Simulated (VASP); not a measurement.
# Ir (Pmma) in VASP: notebook

The runs below take Ir through single point, with PBEsol.

Everything below comes from runs of VASP 6.6.1. Logs are shortened: lines on timing, memory, paths and dates and some standing lists are left out, and cuts for length are marked.

### Step 1. The cell of the first run

The structure is orthorhombic, space group Pmma (No. 51). The conventional cell has a = 12.238 Å, b = 2.233 Å, c = 7.193 Å, α = 90.00°, β = 90.00°, γ = 90.00°. Within 3.0 Å of Ir (site symmetry mm2) lie 2 Ir at 2.23 Å.

### Step 2. Single point, PBEsol

INCAR reads:

```
SYSTEM = Ir
PREC = Accurate ; ENCUT = 520
EDIFF = 1E-7 ; ISMEAR = -1
SIGMA = 0.1 ; LREAL = .FALSE.
LASPH = .TRUE. ; NELM = 100
ALGO = Normal ; ISIF = 2
LWAVE = .FALSE. ; LCHARG = .FALSE.
GGA = PS ; NBANDS = 16
```

KPOINTS reads:

```
Automatic mesh
0
G
  2 6 2
  0 0 0
```

POSCAR reads:

```
Ir
1.0
   12.2384552500      0.0000000000      0.0000000000
    0.0000000000      2.2334312600      0.0000000000
    0.0000000000      0.0000000000      7.1930008000
Ir
2
Direct
    0.2499999998      0.0000000000      0.1639883997
    0.7500000002      0.0000000000      0.8360116003
```

Potentials or basis: VASP PAW PBE potentials, release 64 (Ir).

The run is started by

```
$ cat potpaw_PBE.64/Ir/POTCAR > POTCAR
$ mpirun -np 1 vasp_std > vasp.out
```

OUTCAR:

```text
SYSTEM = Ir
   PREC = Accurate
   ENCUT = 520
   EDIFF = 1E-7
   ISMEAR = -1
   LREAL = .FALSE.
   LASPH = .TRUE.
   NELM = 100
   ISIF = 2
   GGA = PS

 ion  position               nearest neighbor table
   1  0.250  0.000  0.164-
   2  0.750  0.000  0.836-

  LATTYP: Found a simple orthorhombic cell.
 ALAT       =     2.2334312600
 B/A-ratio  =     3.2206054105
 C/A-ratio  =     5.4796650648

  Lattice vectors:

 A1 = (   0.0000000000,   2.2334312600,   0.0000000000)
 A2 = (   0.0000000000,   0.0000000000,   7.1930008000)
 A3 = (  12.2384552500,   0.0000000000,   0.0000000000)

Analysis of symmetry for initial positions (statically):
=====================================================================
 Subroutine PRICEL returns:
 Original cell was already a primitive cell.

 Routine SETGRP: Setting up the symmetry group for a
 simple orthorhombic supercell.

 Subroutine GETGRP returns: Found  8 space group operations
 (whereof  4 operations were pure point group operations)
 out of a pool of  8 trial point group operations.

The static configuration has the point symmetry C_2h.
 The point group associated with its full space group is D_2h.

Analysis of symmetry for dynamics (positions and initial velocities):
=====================================================================
 Subroutine PRICEL returns:
 Original cell was already a primitive cell.

 Routine SETGRP: Setting up the symmetry group for a
 simple orthorhombic supercell.

 Subroutine GETGRP returns: Found  8 space group operations
 (whereof  4 operations were pure point group operations)
 out of a pool of  8 trial point group operations.

The dynamic configuration has the point symmetry C_2h.
 The point group associated with its full space group is D_2h.

 Subroutine INISYM returns: Found  8 space group operations
 (whereof  4 operations are pure point group operations),
 and found     1 'primitive' translations

----------------------------------------------------------------------------------------

                                     Primitive cell

  volume of cell :     196.6117

  direct lattice vectors                    reciprocal lattice vectors
    12.238455250  0.000000000  0.000000000     0.081709659  0.000000000  0.000000000
     0.000000000  2.233431260  0.000000000     0.000000000  0.447741562  0.000000000
     0.000000000  0.000000000  7.193000800     0.000000000  0.000000000  0.139024036

  length of vectors
    12.238455250  2.233431260  7.193000800     0.081709659  0.447741562  0.139024036

  position of ions in fractional coordinates (direct lattice)
     0.250000000  0.000000000  0.163988400
     0.750000000  0.000000000  0.836011600

  ion indices of the primitive-cell ions
   primitive index   ion index
                 1           1
                 2           2

----------------------------------------------------------------------------------------

 KPOINTS: Automatic mesh

Automatic generation of k-mesh.
 Grid dimensions read from file:
 generate k-points for:    2    6    2

 Generating k-lattice:

  Cartesian coordinates                     Fractional coordinates (reciprocal lattice)
     0.040854829  0.000000000  0.000000000     0.500000000  0.000000000  0.000000000
     0.000000000  0.074623594  0.000000000     0.000000000  0.166666667  0.000000000
     0.000000000  0.000000000  0.069512018     0.000000000  0.000000000  0.500000000

  Length of vectors
     0.040854829  0.074623594  0.069512018

  Shift w.r.t. Gamma in fractional coordinates (k-lattice)
     0.000000000  0.000000000  0.000000000

 Subroutine IBZKPT returns following result:
 ===========================================

 Found     16 irreducible k-points:

 Following reciprocal coordinates:
            Coordinates               Weight
  0.000000  0.000000  0.000000      1.000000
  0.500000  0.000000  0.000000      1.000000
  0.000000  0.166667  0.000000      2.000000
  0.500000  0.166667  0.000000      2.000000
  0.000000  0.333333  0.000000      2.000000
  0.500000  0.333333  0.000000      2.000000
[... 8 lines left out ...]
  0.000000  0.500000  0.500000      1.000000
  0.500000  0.500000  0.500000      1.000000
   k-points           NKPTS =     16   k-points in BZ     NKDIM =     16   number of bands    NBANDS=     16
   number of dos      NEDOS =    301   number of ions     NIONS =      2
   total plane-waves  NPLWV =  93312
   dimension x,y,z NGX =    96 NGY =   18 NGZ =   54
   dimension x,y,z NGXF=   192 NGYF=   36 NGZF=  108
   ions per type =               2
   NGX,Y,Z   is equivalent  to a cutoff of  13.04, 13.40, 12.48 a.u.
   NGXF,Y,Z  is equivalent  to a cutoff of  26.08, 26.80, 24.96 a.u.
 SYSTEM =  Ir
   PREC   = accura    normal or accurate (medium, high low for compatibility)
   ISTART =      0    job   : 0-new  1-cont  2-samecut
   ICHARG =      2    charge: 1-file 2-atom 10-const
   ISPIN  =      1    spin polarized calculation?
   LNONCOLLINEAR =      F non collinear calculations
   LSORBIT =      F    spin-orbit coupling
   LASPH  =      T    aspherical Exc in radial PAW
   ENCUT  =  520.0 eV  38.22 Ry    6.18 a.u.  22.76  4.15 13.37*2*pi/ulx,y,z
   NELM   =    100;   NELMIN=  2; NELMDL= -5     # of ELM steps
   EDIFF  = 0.1E-06   stopping-criterion for ELM
   LREAL  =      F    real-space projection
   EDIFFG = 0.1E-05   stopping-criterion for IOM
   NSW    =      0    number of steps for IOM
   IBRION =     -1    ionic relax: 0-MD 1-quasi-New 2-CG
   NFREE  =      0    steps in history (QN), initial steepest desc. (CG)
   ISIF   =      2    stress and relaxation
   ISYM   =      2    0-nonsym 1-usesym 2-fastsym
   POTIM  = 0.5000    time-step for ionic-motion
   TEBEG  =    0.0;   TEEND  =   0.0 temperature during run
   PSTRESS=    0.0 pullay stress
   NELECT =      18.0000    total number of electrons
   NUPDOWN=      -1.0000    fix difference up-down
   EMIN   =  10.00;   EMAX   =-10.00  energy-range for DOS
   EFERMI =   0.00;   METHOD = LEGACY
   ISMEAR =    -1;   SIGMA  =   0.10  broadening in eV -4-tet -1-fermi 0-gaus
   EFERMI_NEDOS =   21; number of points for ismear=-14 and -15
   IALGO  =     38    algorithm
   IMIX   =      4    mixing-type and parameters
     AMIX     =   0.40;   BMIX     =  1.00
     AMIX_MAG =   1.60;   BMIX_MAG =  1.00
  volume/ion in A,a.u.               =      98.31       663.40
  Fermi-wavevector in a.u.,A,eV,Ry     =   0.737841  1.394317  7.407131  0.544409
  Thomas-Fermi vector in A             =   1.831619
   LORBIT       =      0    0 simple, 1 ext, 2 COOP (PROOUT), +10 PAW based schemes
   GGA     = PS    functional components
   LHFCALC =     F    Hartree Fock is set to
   AEXX    =    0.0000 exact exchange contribution
   IVDW    =     0    specifies the selected vdW correction
   LEPSILON=     F    determine dielectric tensor
   LRPA    =     F    only Hartree local field effects (RPA)
 non-spin polarized calculation
  energy-cutoff  :      520.00
  volume of cell :      196.61
 maximum number of plane-waves:      5360
 NGX is ok and might be reduce to    96
   NGX = 45   NGY =  9   NGZ = 27

 number of electron      18.0000000 magnetization

 Free energy of the ion-electron system (eV)
  ---------------------------------------------------
  ext. energy  EPLUGINS =         0.00000000
  ---------------------------------------------------
  free energy    TOTEN  =       -10.55469608 eV

  energy without entropy =      -10.32806901  energy(sigma->0) =      -10.44138255

 E-fermi :  -3.7600     XC(G=0):  -4.1536

 val. band max:       -3.7904794608   @ k =   0.0000   0.3333   0.5000
 cond. band min:      -3.5287950695   @ k =   0.5000   0.5000   0.0000
 fundamental gap:      0.2616843912
 Fermi energy:        -3.7600443190

 k-point     1 :       0.0000    0.0000    0.0000
  band No.  band energies     occupation
      1     -11.2328      2.00000
      2     -11.2324      2.00000
      3      -5.8686      2.00000
      4      -5.8112      2.00000
      5      -5.2606      2.00000
      6      -5.2569      2.00000
[... 8 lines left out ...]
     15      -0.4150      0.00000
     16      -0.3081      0.00000

 k-point     2 :       0.5000    0.0000    0.0000
  band No.  band energies     occupation
      1     -11.2326      2.00000
      2     -11.2326      2.00000
      3      -5.8403      2.00000
      4      -5.8403      2.00000
      5      -5.2615      2.00000
      6      -5.2615      2.00000
[... 8 lines left out ...]
     15      -0.4305      0.00000
     16      -0.4305      0.00000

 k-point     3 :       0.0000    0.1667    0.0000
  band No.  band energies     occupation
      1      -8.7253      2.00000
      2      -8.7247      2.00000
      3      -5.2057      2.00000
      4      -5.1525      2.00000
      5      -4.8772      1.99997
      6      -4.8743      1.99997
[... 8 lines left out ...]
     15       1.6481      0.00000
     16       1.7940      0.00000

 k-point     4 :       0.5000    0.1667    0.0000
  band No.  band energies     occupation
      1      -8.7250      2.00000
      2      -8.7250      2.00000
      3      -5.1795      2.00000
      4      -5.1795      2.00000
      5      -4.8779      1.99997
      6      -4.8779      1.99997
[... 8 lines left out ...]
     15       1.6109      0.00000
     16       1.6109      0.00000

 k-point     5 :       0.0000    0.3333    0.0000
  band No.  band energies     occupation
      1      -7.1505      2.00000
      2      -7.1489      2.00000
      3      -7.1487      2.00000
      4      -7.1480      2.00000
      5      -4.0181      1.85921
      6      -4.0168      1.85744
[... 8 lines left out ...]
     15       4.3714      0.00000
     16       4.5466      0.00000

 k-point     6 :       0.5000    0.3333    0.0000
  band No.  band energies     occupation
      1      -7.1495      2.00000
      2      -7.1495      2.00000
      3      -7.1485      2.00000
      4      -7.1485      2.00000
      5      -4.0184      1.85953
      6      -4.0184      1.85953
[... 8 lines left out ...]
     15       4.3243      0.00000
     16       4.3243      0.00000

 k-point     7 :       0.0000    0.5000    0.0000
  band No.  band energies     occupation
      1      -8.3032      2.00000
      2      -8.3027      2.00000
      3      -8.3026      2.00000
      4      -8.3023      2.00000
      5      -3.5287      0.18003
      6      -3.5282      0.17924
[... 8 lines left out ...]
     15       7.2794      0.00000
     16       7.4040      0.00000

 k-point     8 :       0.5000    0.5000    0.0000
  band No.  band energies     occupation
      1      -8.3029      2.00000
      2      -8.3029      2.00000
      3      -8.3025      2.00000
      4      -8.3025      2.00000
      5      -3.5288      0.18019
      6      -3.5288      0.18019
[... 8 lines left out ...]
     15       7.2538      0.00000
     16       7.2538      0.00000

 k-point     9 :       0.0000    0.0000    0.5000
  band No.  band energies     occupation
      1     -11.2327      2.00000
      2     -11.2323      2.00000
      3      -5.8406      2.00000
      4      -5.7991      2.00000
      5      -5.2569      2.00000
      6      -5.2559      2.00000
[... 8 lines left out ...]
     15      -0.7995      0.00000
     16      -0.4077      0.00000

 k-point    10 :       0.5000    0.0000    0.5000
  band No.  band energies     occupation
      1     -11.2325      2.00000
      2     -11.2325      2.00000
      3      -5.8201      2.00000
      4      -5.8201      2.00000
      5      -5.2600      2.00000
      6      -5.2600      2.00000
[... 8 lines left out ...]
     15      -0.5128      0.00000
     16      -0.5128      0.00000

 k-point    11 :       0.0000    0.1667    0.5000
  band No.  band energies     occupation
      1      -8.7250      2.00000
      2      -8.7246      2.00000
      3      -5.1801      2.00000
      4      -5.1410      2.00000
      5      -4.8743      1.99997
      6      -4.8733      1.99997
[... 8 lines left out ...]
     15       1.0556      0.00000
     16       1.5801      0.00000

 k-point    12 :       0.5000    0.1667    0.5000
  band No.  band energies     occupation
      1      -8.7248      2.00000
      2      -8.7248      2.00000
      3      -5.1609      2.00000
      4      -5.1609      2.00000
      5      -4.8765      1.99997
      6      -4.8765      1.99997
[... 8 lines left out ...]
     15       1.4829      0.00000
     16       1.4829      0.00000

 k-point    13 :       0.0000    0.3333    0.5000
  band No.  band energies     occupation
      1      -7.1503      2.00000
      2      -7.1497      2.00000
      3      -7.1496      2.00000
      4      -7.1481      2.00000
      5      -4.0167      1.85740
      6      -4.0163      1.85688
[... 8 lines left out ...]
     15       3.6703      0.00000
     16       4.2595      0.00000

 k-point    14 :       0.5000    0.3333    0.5000
  band No.  band energies     occupation
      1      -7.1500      2.00000
      2      -7.1500      2.00000
      3      -7.1488      2.00000
      4      -7.1488      2.00000
      5      -4.0180      1.85900
      6      -4.0180      1.85900
[... 8 lines left out ...]
     15       4.1665      0.00000
     16       4.1665      0.00000

 k-point    15 :       0.0000    0.5000    0.5000
  band No.  band energies     occupation
      1      -8.3032      2.00000
      2      -8.3029      2.00000
      3      -8.3029      2.00000
      4      -8.3024      2.00000
      5      -3.5282      0.17921
      6      -3.5280      0.17896
[... 8 lines left out ...]
     15       6.8227      0.00000
     16       7.2793      0.00000

 k-point    16 :       0.5000    0.5000    0.5000
  band No.  band energies     occupation
      1      -8.3030      2.00000
      2      -8.3030      2.00000
      3      -8.3026      2.00000
      4      -8.3026      2.00000
      5      -3.5286      0.17986
      6      -3.5286      0.17986
[... 8 lines left out ...]
     15       7.1413      0.00000
     16       7.1413      0.00000

------------------------ aborting loop because EDIFF is reached ----------------------------------------

  FORCE on cell =-STRESS in cart. coord.  units (eV):
  Direction    XX          YY          ZZ          XY          YZ          ZX
  --------------------------------------------------------------------------------------
  -------------------------------------------------------------------------------------
  Total       -0.0309070      0.2717930     -0.0229730      0.0000000      0.0000000      0.0000000
  in kB       -0.2518595      2.2148254     -0.1872058      0.0000000      0.0000000      0.0000000
  external PRESSURE =       0.5919200 kB  Pullay stress =       0.0000000 kB

 VOLUME and BASIS-vectors are now :
 -----------------------------------------------------------------------------
  energy-cutoff  :      520.00
  volume of cell :      196.61
      direct lattice vectors                 reciprocal lattice vectors
    12.238455250  0.000000000  0.000000000     0.081709659  0.000000000  0.000000000
     0.000000000  2.233431260  0.000000000     0.000000000  0.447741562  0.000000000
     0.000000000  0.000000000  7.193000800     0.000000000  0.000000000  0.139024036

 POSITION                                       TOTAL-FORCE (eV/Angst)
 -----------------------------------------------------------------------------------
      3.05961      0.00000      1.17957         0.000000      0.000000     -0.000774
      9.17884      0.00000      6.01343        -0.000000      0.000000      0.000774
 -----------------------------------------------------------------------------------
    total drift:                               -0.000000      0.000000     -0.000000

  FREE ENERGIE OF THE ION-ELECTRON SYSTEM (eV)
  ---------------------------------------------------
  free  energy   TOTEN  =       -10.5546960839 eV

  energy  without entropy=      -10.3280690096  energy(sigma->0) =      -10.44138255
```

Wall time 21 s (1 thread of Intel Xeon 6975P-C (Granite Rapids), shared host); peak memory 0.3 GiB.

What came out:

```yaml
Free_energy: -10.5547 eV
Pressure: 0.1 GPa
Band_gap_on_the_k_mesh: zero (band 9 reaches -1.10 eV, above the bottom of band 10 at -4.15 eV)
```

Caveat: the k points lie up to 0.47 Å⁻¹ apart; the PAW data sets were made with another functional, which shifts forces and pressure a little; spin-orbit coupling is left out, which moves the levels of the heavy elements.

(Part 1 of 2 ends here.)
